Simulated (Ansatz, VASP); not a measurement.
Cd in VASP and in Ansatz

```
Cd
1.0
     3.03270    0.00000    0.00000
    -1.51635    2.62639    0.00000
     0.00000    0.00000   11.55101
Cd
4
Direct
  0.00000 0.00000 0.00000
  0.33333 0.66667 0.25000
  0.00000 0.00000 0.50000
  0.66667 0.33333 0.75000
```

Alike in both runs: functional PBE; k mesh 18 × 18 × 4; occupations gaussian, width 0.1 eV; no spin polarisation.

Ansatz relaxed the structure, and its values are those at the end. VASP's run is a single point on that final structure, the one shown.

|  | VASP | Ansatz |
| --- | --- | --- |
| version | VASP 6.6.1 | Ansatz 0.2.0 |
| potentials or method | VASP PAW PBE potentials, release 64 (Cd), cutoff 520 eV | scalar-relativistic, plane waves, PAW |
| valence electrons in the cell | 48 | 80 |

|  | VASP | Ansatz | Ansatz less VASP |
| --- | --- | --- | --- |
| gap on the k mesh at the Fermi level (eV) | none | none | - |
| pressure (GPa) | 0.2 | 0.0 | -0.28 |

A gap of «none» marks a metal or a gap that the smearing closes. VASP's potentials hold 48 valence electrons a cell and Ansatz's 80, so a difference there can come from the potentials and not from the codes.
